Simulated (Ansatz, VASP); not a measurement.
# BP: VASP beside Ansatz

```xyz
2
Lattice="0.0000 2.2601 2.2488 2.2601 0.0000 2.2488 2.2601 2.2601 0.0000" Properties=species:S:1:pos:R:3 pbc="T T T"
B     0.0000    0.0000    0.0000
P     3.3901    3.3901    3.3732
```

Change from the starting cell: z stretched by -0.5 %, x and y held.

Alike in both runs: task single point; functional PBEsol; k mesh 8 × 8 × 8; no spin polarisation.

```csv
,VASP,Ansatz
version,VASP 6.6.1,Ansatz 0.2.0
potentials or method,"VASP PAW PBE potentials, release 64 (B, P), cutoff 500 eV","all-electron LAPW, scalar-relativistic"
occupations,"gaussian, width 0.01 eV",fixed
```

```tsv
	VASP	Ansatz	Ansatz less VASP
gap on the k mesh at the Fermi level (eV)	1.07	1.07	+0.007
pressure (GPa)	1.0	0.8	-0.17
traceless stress, the component that is largest in VASP (GPa)	0.88	0.88	+0.001
```

VASP's potentials were made for PBE, not for PBEsol. Ansatz ran all-electron here, and VASP with PAW potentials.
